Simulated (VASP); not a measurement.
# Os (P6_3/mmc) in VASP: further runs

Aim: see how the results for Os move with the level of theory and the settings. Levels: LDA, LDA+U. Tasks: single point.

Everything below comes from runs of VASP 6.6.1. Logs are shortened: lines on timing, memory, paths and dates and some standing lists are left out, and cuts for length are marked.

## Step 1: The cell of the first run

The structure is hexagonal, space group P6_3/mmc (No. 194). Conventional cell: a = 2.731 Å, b = 2.731 Å, c = 4.424 Å, α = 90.00°, β = 90.00°, γ = 120.00°. Within 3.6 Å of Os (site symmetry -6m2) lie 12 Os at 2.72 to 2.73 Å.

## Step 2: Single point, LDA

Contents of INCAR:

```
SYSTEM = Os
ALGO = Normal
EDIFF = 1E-6
ENCUT = 520
ISIF = 2
ISMEAR = -1
LASPH = .TRUE.
LCHARG = .FALSE.
LREAL = .FALSE.
LWAVE = .FALSE.
NBANDS = 15
NELM = 100
PREC = Accurate
SIGMA = 0.05
```

Contents of KPOINTS:

```
k-points
0
G
  13 13 7
  0 0 0
```

Contents of POSCAR:

```
Os
1.0
    2.7305981567      0.0000000000      0.0000000000
   -1.3652990784      2.3647673712      0.0000000000
    0.0000000000      0.0000000000      4.4235690139
Os
2
Direct
    0.3333333333      0.6666666667      0.2500000000
    0.6666666667      0.3333333333      0.7500000000
```

Potentials or basis: VASP PAW LDA potentials, release 64 (Os).

Run with:

```bash
$ cat potpaw_LDA.64/Os/POTCAR > POTCAR
$ mpirun -np 1 vasp_std > vasp.out
```

OUTCAR:

```text
SYSTEM = Os
   EDIFF = 1E-6
   ENCUT = 520
   ISIF = 2
   ISMEAR = -1
   LASPH = .TRUE.
   LREAL = .FALSE.
   NELM = 100
   PREC = Accurate

 ion  position               nearest neighbor table
   1  0.333  0.667  0.250-   2 2.72   2 2.72   2 2.72   2 2.72   2 2.72   2 2.72
   2  0.667  0.333  0.750-   1 2.72   1 2.72   1 2.72   1 2.72   1 2.72   1 2.72

  LATTYP: Found a hexagonal cell.
 ALAT       =     2.7305981567
 C/A-ratio  =     1.6200000000

  Lattice vectors:

 A1 = (   2.7305981567,   0.0000000000,   0.0000000000)
 A2 = (  -1.3652990784,   2.3647673712,   0.0000000000)
 A3 = (   0.0000000000,   0.0000000000,   4.4235690139)

Analysis of symmetry for initial positions (statically):
=====================================================================
 Subroutine PRICEL returns:
 Original cell was already a primitive cell.

 Routine SETGRP: Setting up the symmetry group for a
 hexagonal supercell.

 Subroutine GETGRP returns: Found 24 space group operations
 (whereof 12 operations were pure point group operations)
 out of a pool of 24 trial point group operations.

The static configuration has the point symmetry D_3d.
 The point group associated with its full space group is D_6h.

Analysis of symmetry for dynamics (positions and initial velocities):
=====================================================================
 Subroutine PRICEL returns:
 Original cell was already a primitive cell.

 Routine SETGRP: Setting up the symmetry group for a
 hexagonal supercell.

 Subroutine GETGRP returns: Found 24 space group operations
 (whereof 12 operations were pure point group operations)
 out of a pool of 24 trial point group operations.

The dynamic configuration has the point symmetry D_3d.
 The point group associated with its full space group is D_6h.

 Subroutine INISYM returns: Found 24 space group operations
 (whereof 12 operations are pure point group operations),
 and found     1 'primitive' translations

----------------------------------------------------------------------------------------

                                     Primitive cell

  volume of cell :      28.5640

  direct lattice vectors                    reciprocal lattice vectors
     2.730598157  0.000000000  0.000000000     0.366220126  0.211437288  0.000000000
    -1.365299078  2.364767371  0.000000000     0.000000000  0.422874576  0.000000000
     0.000000000  0.000000000  4.423569014     0.000000000  0.000000000  0.226061806

  length of vectors
     2.730598157  2.730598157  4.423569014     0.422874576  0.422874576  0.226061806

  position of ions in fractional coordinates (direct lattice)
     0.333333333  0.666666667  0.250000000
     0.666666667  0.333333333  0.750000000

  ion indices of the primitive-cell ions
   primitive index   ion index
                 1           1
                 2           2

----------------------------------------------------------------------------------------

 KPOINTS: k-points

Automatic generation of k-mesh.
 Grid dimensions read from file:
 generate k-points for:   13   13    7

 Generating k-lattice:

  Cartesian coordinates                     Fractional coordinates (reciprocal lattice)
     0.028170779  0.016264407  0.000000000     0.076923077  0.000000000  0.000000000
     0.000000000  0.032528814  0.000000000     0.000000000  0.076923077  0.000000000
     0.000000000  0.000000000  0.032294544     0.000000000  0.000000000  0.142857143

  Length of vectors
     0.032528814  0.032528814  0.032294544

  Shift w.r.t. Gamma in fractional coordinates (k-lattice)
     0.000000000  0.000000000  0.000000000

 Subroutine IBZKPT returns following result:
 ===========================================

 Found     84 irreducible k-points:

 Following reciprocal coordinates:
            Coordinates               Weight
  0.000000  0.000000  0.000000      1.000000
  0.076923 -0.000000  0.000000      6.000000
  0.153846 -0.000000  0.000000      6.000000
  0.230769 -0.000000  0.000000      6.000000
  0.307692 -0.000000  0.000000      6.000000
  0.384615 -0.000000  0.000000      6.000000
[... 16 lines left out ...]
  0.076923 -0.000000  0.142857     12.000000
  0.153846 -0.000000  0.142857     12.000000
 [... further k-points ...]
   k-points           NKPTS =     84   k-points in BZ     NKDIM =     84   number of bands    NBANDS=     15
   number of dos      NEDOS =    301   number of ions     NIONS =      2
   total plane-waves  NPLWV =  14400
   dimension x,y,z NGX =    20 NGY =   20 NGZ =   36
   dimension x,y,z NGXF=    40 NGYF=   40 NGZF=   72
   ions per type =               2
   NGX,Y,Z   is equivalent  to a cutoff of  12.18, 12.18, 13.53 a.u.
   NGXF,Y,Z  is equivalent  to a cutoff of  24.35, 24.35, 27.06 a.u.
 SYSTEM =  Os
   PREC   = accura    normal or accurate (medium, high low for compatibility)
   ISTART =      0    job   : 0-new  1-cont  2-samecut
   ICHARG =      2    charge: 1-file 2-atom 10-const
   ISPIN  =      1    spin polarized calculation?
   LNONCOLLINEAR =      F non collinear calculations
   LSORBIT =      F    spin-orbit coupling
   LASPH  =      T    aspherical Exc in radial PAW
   ENCUT  =  520.0 eV  38.22 Ry    6.18 a.u.   5.08  5.08  8.22*2*pi/ulx,y,z
   NELM   =    100;   NELMIN=  2; NELMDL= -5     # of ELM steps
   EDIFF  = 0.1E-05   stopping-criterion for ELM
   LREAL  =      F    real-space projection
   EDIFFG = 0.1E-04   stopping-criterion for IOM
   NSW    =      0    number of steps for IOM
   IBRION =     -1    ionic relax: 0-MD 1-quasi-New 2-CG
   NFREE  =      0    steps in history (QN), initial steepest desc. (CG)
   ISIF   =      2    stress and relaxation
   ISYM   =      2    0-nonsym 1-usesym 2-fastsym
   POTIM  = 0.5000    time-step for ionic-motion
   TEBEG  =    0.0;   TEEND  =   0.0 temperature during run
   PSTRESS=    0.0 pullay stress
   NELECT =      16.0000    total number of electrons
   NUPDOWN=      -1.0000    fix difference up-down
   EMIN   =  10.00;   EMAX   =-10.00  energy-range for DOS
   EFERMI =   0.00;   METHOD = LEGACY
   ISMEAR =    -1;   SIGMA  =   0.05  broadening in eV -4-tet -1-fermi 0-gaus
   EFERMI_NEDOS =   21; number of points for ismear=-14 and -15
   IALGO  =     38    algorithm
   IMIX   =      4    mixing-type and parameters
     AMIX     =   0.40;   BMIX     =  1.00
     AMIX_MAG =   1.60;   BMIX_MAG =  1.00
  volume/ion in A,a.u.               =      14.28        96.38
  Fermi-wavevector in a.u.,A,eV,Ry     =   1.349507  2.550199 24.778511  1.821169
  Thomas-Fermi vector in A             =   2.477088
   LORBIT       =      0    0 simple, 1 ext, 2 COOP (PROOUT), +10 PAW based schemes
   GGA     = CA    functional components
   LHFCALC =     F    Hartree Fock is set to
   AEXX    =    0.0000 exact exchange contribution
   IVDW    =     0    specifies the selected vdW correction
   LEPSILON=     F    determine dielectric tensor
   LRPA    =     F    only Hartree local field effects (RPA)
 non-spin polarized calculation
  energy-cutoff  :      520.00
  volume of cell :       28.56
 maximum number of plane-waves:       785
   NGX = 11   NGY = 11   NGZ = 17

 number of electron      15.9999999 magnetization

 Free energy of the ion-electron system (eV)
  ---------------------------------------------------
  ext. energy  EPLUGINS =         0.00000000
  ---------------------------------------------------
  free energy    TOTEN  =       -25.22861743 eV

  energy without entropy =      -25.21966166  energy(sigma->0) =      -25.22413955

 E-fermi :   9.1092     XC(G=0): -14.0637

 val. band max:        9.0792839278   @ k =   0.3077   0.1538   0.2857
 cond. band min:       9.1253119465   @ k =   0.3846   0.2308   0.2857
 fundamental gap:      0.0460280187
 Fermi energy:         9.1092160206

 k-point     1 :       0.0000    0.0000    0.0000
  band No.  band energies     occupation
      1      -1.6104      2.00000
      2       1.4649      2.00000
      3       6.0610      2.00000
      4       6.1320      2.00000
      5       6.1320      2.00000
      6       6.8745      2.00000
      7       6.8745      2.00000
      8       7.7725      2.00000
      9       7.7725      2.00000
     10       8.9372      1.93793
     11      10.7083      0.00000
     12      10.7083      0.00000
     13      17.5726      0.00000
     14      23.3269      0.00000
     15      25.5130      0.00000

 k-point     2 :       0.0769   -0.0000    0.0000
  band No.  band energies     occupation
      1      -1.3715      2.00000
      2       1.6827      2.00000
      3       5.6385      2.00000
      4       6.3428      2.00000
      5       6.4907      2.00000
      6       6.7364      2.00000
      7       7.0729      2.00000
      8       7.4068      2.00000
      9       7.6085      2.00000
     10       8.1358      2.00000
     11      10.8108      0.00000
     12      11.9153      0.00000
     13      17.5404      0.00000
     14      23.8125      0.00000
     15      25.8421      0.00000

 k-point     3 :       0.1538   -0.0000    0.0000
  band No.  band energies     occupation
      1      -0.6947      2.00000
      2       2.2441      2.00000
      3       5.1201      2.00000
      4       6.1634      2.00000
      5       6.3193      2.00000
      6       6.9586      2.00000
      7       7.0741      2.00000
      8       7.2125      2.00000
      9       7.6276      2.00000
     10       7.6492      2.00000
     11      11.0344      0.00000
     12      13.8191      0.00000
     13      17.4069      0.00000
     14      24.8694      0.00000
     15      26.4685      0.00000
[... 343 lines left out ...]
 k-point    23 :       0.0769   -0.0000    0.1429
  band No.  band energies     occupation
      1      -1.1389      2.00000
      2       1.7049      2.00000
      3       5.6341      2.00000
      4       6.1907      2.00000
      5       6.2151      2.00000
      6       6.4561      2.00000
      7       6.9292      2.00000
      8       7.5759      2.00000
      9       7.9541      2.00000
     10       8.0499      2.00000
     11      10.7908      0.00000
     12      11.5349      0.00000
     13      18.6601      0.00000
     14      23.3700      0.00000
     15      26.4048      0.00000

 k-point    24 :       0.1538   -0.0000    0.1429
  band No.  band energies     occupation
      1      -0.4793      2.00000
      2       2.2882      2.00000
      3       5.1664      2.00000
      4       5.6306      2.00000
      5       6.1683      2.00000
      6       6.6715      2.00000
      7       7.0380      2.00000
      8       7.4167      2.00000
      9       7.8120      2.00000
     10       7.9961      2.00000
     11      10.9679      0.00000
     12      12.9995      0.00000
     13      18.6593      0.00000
     14      24.5277      0.00000
     15      26.4132      0.00000

 [... further k-points ...]
[... 5 lines left out ...]
  --------------------------------------------------------------------------------------
  -------------------------------------------------------------------------------------
  Total       -1.9845397     -1.9845397     -4.8698875      0.0000000     -0.0000000      0.0000000
  in kB     -111.3144022   -111.3144022   -273.1558360      0.0000000     -0.0000000      0.0000000
  external PRESSURE =    -165.2615468 kB  Pullay stress =       0.0000000 kB

 VOLUME and BASIS-vectors are now :
 -----------------------------------------------------------------------------
  energy-cutoff  :      520.00
  volume of cell :       28.56
      direct lattice vectors                 reciprocal lattice vectors
     2.730598157  0.000000000  0.000000000     0.366220126  0.211437288  0.000000000
    -1.365299078  2.364767371  0.000000000     0.000000000  0.422874576  0.000000000
     0.000000000  0.000000000  4.423569014     0.000000000  0.000000000  0.226061806

 POSITION                                       TOTAL-FORCE (eV/Angst)
 -----------------------------------------------------------------------------------
     -0.00000      1.57651      1.10589         0.000000     -0.000000      0.000000
      1.36530      0.78826      3.31768        -0.000000      0.000000      0.000000
 -----------------------------------------------------------------------------------
    total drift:                               -0.000000      0.000000     -0.000000

  FREE ENERGIE OF THE ION-ELECTRON SYSTEM (eV)
  ---------------------------------------------------
  free  energy   TOTEN  =       -25.2286174315 eV

  energy  without entropy=      -25.2196616605  energy(sigma->0) =      -25.22413955
```

It took 13 s on 1 thread of Intel Xeon 6975P-C (Granite Rapids), shared host; peak memory 0.15 GiB.

Results:

```
Free energy            : -25.2286 eV
Pressure               : -16.5 GPa
Band gap on the k mesh : zero (bands 8 and 9 overlap by 3.69 eV)
```

Stress tensor (GPa, compression positive):
```
-11.13   0.00   0.00
  0.00 -11.13   0.00
  0.00   0.00 -27.32
```

Caveat: the cell stands under tension; spin-orbit coupling is left out, which moves the levels of the heavy elements.

[end of part 1 of 2]
